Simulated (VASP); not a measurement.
# V (Im-3m) in VASP: notebook, part 2 of 2

VASP 6.6.1. The steps go on from the part before.

### Step 3. Single point, r2SCAN, collinear spin, ferromagnetic start (12.72 Å³/atom)

This run uses another cell than the first one, of 12.72 Å³/atom.

POSCAR reads:

```
V
1.0
   -1.4705479121      1.4705479121      1.4705479121
    1.4705479121     -1.4705479121      1.4705479121
    1.4705479121      1.4705479121     -1.4705479121
V
1
Direct
    0.0000000000      0.0000000000      0.0000000000
```

INCAR.step1 reads:

```
SYSTEM = V
  PREC = Accurate
  ENCUT = 550
  ISMEAR = -1
  SIGMA = 0.05
  LREAL = .False.
  LASPH = .True.
  NELM = 200
  ISPIN = 2
  MAGMOM = 1
  LMAXMIX = 4
  NBANDS = 16
  GGA = PE
  ALGO = Normal
  EDIFF = 1E-5
  LWAVE = .True.
  LCHARG = .False.
  GGA_COMPAT = .False.
```

INCAR.step2 reads:

```
SYSTEM = V
  PREC = Accurate
  ENCUT = 550
  EDIFF = 1E-6
  ISMEAR = -1
  SIGMA = 0.05
  LREAL = .False.
  LASPH = .True.
  NELM = 200
  ALGO = Normal
  ISIF = 2
  LWAVE = .False.
  LCHARG = .True.
  ISPIN = 2
  MAGMOM = 1
  LORBIT = 11
  LMAXMIX = 4
  METAGGA = R2SCAN
  LMIXTAU = .True.
  LELF = .True.
  LVHAR = .True.
  NBANDS = 16
  ISTART = 1
  GGA_COMPAT = .False.
```

KPOINTS reads:

```
Automatic mesh
0
Gamma
  24 24 24
  0 0 0
```

Potentials or basis: VASP PAW PBE potentials, release 64 (V_sv).

Launch:

```bash
$ cat potpaw_PBE.64/V_sv/POTCAR > POTCAR
$ cp INCAR.step1 INCAR
$ mpirun -np 1 vasp_std > vasp.out
$ cp INCAR.step2 INCAR
$ mpirun -np 1 vasp_std > vasp.out
```

OUTCAR:

```text
SYSTEM = V
   PREC = Accurate
   ENCUT = 550
   EDIFF = 1E-6
   ISMEAR = -1
   LREAL = .False.
   LASPH = .True.
   NELM = 200
   ISIF = 2
   ISPIN = 2
   LORBIT = 11
   METAGGA = R2SCAN
   ISTART = 1

 ion  position               nearest neighbor table
   1  0.000  0.000  0.000-

  LATTYP: Found a body centered cubic cell.
 ALAT       =     2.9410958242

  Lattice vectors:

 A1 = (  -1.4705479121,   1.4705479121,   1.4705479121)
 A2 = (   1.4705479121,  -1.4705479121,   1.4705479121)
 A3 = (   1.4705479121,   1.4705479121,  -1.4705479121)

Analysis of symmetry for initial positions (statically):
=====================================================================
 Subroutine PRICEL returns:
 Original cell was already a primitive cell.

 Routine SETGRP: Setting up the symmetry group for a
 body centered cubic supercell.

 Subroutine GETGRP returns: Found 48 space group operations
 (whereof 48 operations were pure point group operations)
 out of a pool of 48 trial point group operations.

The static configuration has the point symmetry O_h .

Analysis of symmetry for dynamics (positions and initial velocities):
=====================================================================
 Subroutine PRICEL returns:
 Original cell was already a primitive cell.

 Routine SETGRP: Setting up the symmetry group for a
 body centered cubic supercell.

 Subroutine GETGRP returns: Found 48 space group operations
 (whereof 48 operations were pure point group operations)
 out of a pool of 48 trial point group operations.

The dynamic configuration has the point symmetry O_h .

Analysis of structural, dynamic, and magnetic symmetry:
=====================================================================
 Subroutine PRICEL returns:
 Original cell was already a primitive cell.

 Routine SETGRP: Setting up the symmetry group for a
 body centered cubic supercell.

 Subroutine GETGRP returns: Found 48 space group operations
 (whereof 48 operations were pure point group operations)
 out of a pool of 48 trial point group operations.

The overall configuration has the point symmetry O_h .

 Subroutine INISYM returns: Found 48 space group operations
 (whereof 48 operations are pure point group operations),
 and found     1 'primitive' translations

----------------------------------------------------------------------------------------

                                     Primitive cell

  volume of cell :      12.7203

  direct lattice vectors                    reciprocal lattice vectors
    -1.470547912  1.470547912  1.470547912     0.000000000  0.340009323  0.340009323
     1.470547912 -1.470547912  1.470547912     0.340009323  0.000000000  0.340009323
     1.470547912  1.470547912 -1.470547912     0.340009323  0.340009323  0.000000000

  length of vectors
     2.547063699  2.547063699  2.547063699     0.480845796  0.480845796  0.480845796

  position of ions in fractional coordinates (direct lattice)
     0.000000000  0.000000000  0.000000000

  ion indices of the primitive-cell ions
   primitive index   ion index
                 1           1

----------------------------------------------------------------------------------------

 KPOINTS: Automatic mesh

Automatic generation of k-mesh.
 Grid dimensions read from file:
[... 47 lines left out ...]
   k-points           NKPTS =    413   k-points in BZ     NKDIM =    413   number of bands    NBANDS=     16
   number of dos      NEDOS =    301   number of ions     NIONS =      1
   total plane-waves  NPLWV =   8000
   dimension x,y,z NGX =    20 NGY =   20 NGZ =   20
   dimension x,y,z NGXF=    40 NGYF=   40 NGZF=   40
   ions per type =               1
   NGX,Y,Z   is equivalent  to a cutoff of  13.05, 13.05, 13.05 a.u.
   NGXF,Y,Z  is equivalent  to a cutoff of  26.11, 26.11, 26.11 a.u.
 SYSTEM =  V
   PREC   = accura    normal or accurate (medium, high low for compatibility)
   ISTART =      1    job   : 0-new  1-cont  2-samecut
   ICHARG =      0    charge: 1-file 2-atom 10-const
   ISPIN  =      2    spin polarized calculation?
   LNONCOLLINEAR =      F non collinear calculations
   LSORBIT =      F    spin-orbit coupling
   LASPH  =      T    aspherical Exc in radial PAW
   ENCUT  =  550.0 eV  40.42 Ry    6.36 a.u.   4.87  4.87  4.87*2*pi/ulx,y,z
   NELM   =    200;   NELMIN=  2; NELMDL=  0     # of ELM steps
   EDIFF  = 0.1E-05   stopping-criterion for ELM
   LREAL  =      F    real-space projection
   EDIFFG = 0.1E-04   stopping-criterion for IOM
   NSW    =      0    number of steps for IOM
   IBRION =     -1    ionic relax: 0-MD 1-quasi-New 2-CG
   NFREE  =      0    steps in history (QN), initial steepest desc. (CG)
   ISIF   =      2    stress and relaxation
   ISYM   =      2    0-nonsym 1-usesym 2-fastsym
   POTIM  = 0.5000    time-step for ionic-motion
   TEBEG  =    0.0;   TEEND  =   0.0 temperature during run
   PSTRESS=    0.0 pullay stress
   NELECT =      13.0000    total number of electrons
   NUPDOWN=      -1.0000    fix difference up-down
   EMIN   =  10.00;   EMAX   =-10.00  energy-range for DOS
   EFERMI =   0.00;   METHOD = LEGACY
   ISMEAR =    -1;   SIGMA  =   0.05  broadening in eV -4-tet -1-fermi 0-gaus
   EFERMI_NEDOS =   21; number of points for ismear=-14 and -15
   IALGO  =     38    algorithm
   IMIX   =      4    mixing-type and parameters
     AMIX     =   0.40;   BMIX     =  1.00
     AMIX_MAG =   1.60;   BMIX_MAG =  1.00
  volume/ion in A,a.u.               =      12.72        85.84
  Fermi-wavevector in a.u.,A,eV,Ry     =   1.649011  3.116178 36.997450  2.719236
  Thomas-Fermi vector in A             =   2.738203
   LORBIT       =     11    0 simple, 1 ext, 2 COOP (PROOUT), +10 PAW based schemes
   METAGGA = R2SCAN    functional components
   LHFCALC =     F    Hartree Fock is set to
   AEXX    =    0.0000 exact exchange contribution
   IVDW    =     0    specifies the selected vdW correction
   LEPSILON=     F    determine dielectric tensor
   LRPA    =     F    only Hartree local field effects (RPA)
 spin polarized calculation
  energy-cutoff  :      550.00
  volume of cell :       12.72
 maximum number of plane-waves:       384
   NGX =  9   NGY =  9   NGZ =  9

 number of electron      13.0000009 magnetization      -0.0000627

 Free energy of the ion-electron system (eV)
  ---------------------------------------------------
  ext. energy  EPLUGINS =         0.00000000
  ---------------------------------------------------
  free energy    TOTEN  =       -14.11845598 eV

  energy without entropy =      -14.10530308  energy(sigma->0) =      -14.11187953

 E-fermi :  10.4006     XC(G=0): -14.4173

 val. band max:       10.3922672083   @ k =   0.2083   0.0417   0.0000
 cond. band min:      10.4026281796   @ k =  -0.2083   0.2500   0.0417
 fundamental gap:      0.0103609713
 Fermi energy:        10.4005782594

 spin component 1

 k-point     1 :       0.0000    0.0000    0.0000
  band No.  band energies     occupation
      1     -55.8477      1.00000
      2     -27.8948      1.00000
      3     -27.8948      1.00000
      4     -27.8948      1.00000
      5       3.2206      1.00000
      6      10.8966      0.00005
[... 435 lines left out ...]
      5       6.8989      1.00000
      6       9.1477      1.00000
[... 8 lines left out ...]
     15      39.8925      0.00000
     16      41.4873      0.00000

 [... further k-points ...]

 spin component 2

 k-point     1 :       0.0000    0.0000    0.0000
  band No.  band energies     occupation
      1     -55.8478      1.00000
      2     -27.8949      1.00000
      3     -27.8949      1.00000
      4     -27.8949      1.00000
      5       3.2205      1.00000
      6      10.8965      0.00005
[... 435 lines left out ...]
      5       6.8988      1.00000
      6       9.1476      1.00000
[... 8 lines left out ...]
     15      39.8925      0.00000
     16      41.4873      0.00000

 [... further k-points ...]
[... 5 lines left out ...]
  --------------------------------------------------------------------------------------
  -------------------------------------------------------------------------------------
  Total        0.7593020      0.7593020      0.7593020      0.0000000     -0.0000000      0.0000000
  in kB       95.6373672     95.6373672     95.6373672      0.0000000     -0.0000000      0.0000000
  external PRESSURE =      95.6373672 kB  Pullay stress =       0.0000000 kB

 VOLUME and BASIS-vectors are now :
 -----------------------------------------------------------------------------
  energy-cutoff  :      550.00
  volume of cell :       12.72
      direct lattice vectors                 reciprocal lattice vectors
    -1.470547912  1.470547912  1.470547912     0.000000000  0.340009323  0.340009323
     1.470547912 -1.470547912  1.470547912     0.340009323  0.000000000  0.340009323
     1.470547912  1.470547912 -1.470547912     0.340009323  0.340009323  0.000000000

 POSITION                                       TOTAL-FORCE (eV/Angst)
 -----------------------------------------------------------------------------------
      0.00000      0.00000      0.00000         0.000000     -0.000000      0.000000
 -----------------------------------------------------------------------------------
    total drift:                                0.000000     -0.000000      0.000000

  FREE ENERGIE OF THE ION-ELECTRON SYSTEM (eV)
  ---------------------------------------------------
  free  energy   TOTEN  =       -14.1184559785 eV

  energy  without entropy=      -14.1053030839  energy(sigma->0) =      -14.11187953

 total charge

# of ion       s       p       d       tot
------------------------------------------
    1        2.357   6.255   3.117  11.728

 magnetization (x)

# of ion       s       p       d       tot
------------------------------------------
    1       -0.000  -0.000  -0.000  -0.000
```

Run time: 7.1 min. Hardware: 1 thread of Oxide Virtual Turin-like, shared host; peak memory 0.21 GiB.

Results:

```yaml
Free_energy: -14.1185 eV
Pressure: 9.6 GPa
Net_moment: 0.00 μB per cell
Valence_electrons_inside_the_program's_atomic_spheres: V 11.73
```

Levels at points of the mesh, in eV from the Fermi level:
Spin up:
```csv
k point,band 5,band 6,band 7,band 8,band 9,band 10
"(0.00, 0.00, 0.00)",-7.18,0.50,0.50,0.50,2.83,2.83
"(0.50, 0.00, 0.00)",-3.55,-1.27,1.74,2.82,3.25,4.62
"(0.50, 0.50, 0.50)",-3.40,-3.40,4.18,4.18,4.18,11.22
```
Spin down:
| k point | band 4 | band 5 | band 6 | band 7 | band 8 | band 9 | band 10 | band 11 |
| --- | --- | --- | --- | --- | --- | --- | --- | --- |
| (0.00, 0.00, 0.00) | -38.30 | -7.18 | 0.50 | 0.50 | 0.50 | 2.83 | 2.83 | 21.69 |
| (0.50, 0.00, 0.00) | -38.31 | -3.55 | -1.27 | 1.74 | 2.82 | 3.25 | 4.62 | 11.36 |
| (0.50, 0.50, 0.50) | -39.05 | -3.40 | -3.40 | 4.18 | 4.18 | 4.18 | 11.22 | 11.22 |

Caveat: the cell stands under pressure; the moments typed at the start vanished in this run; the PAW data sets were made with another functional, which shifts forces and pressure a little.
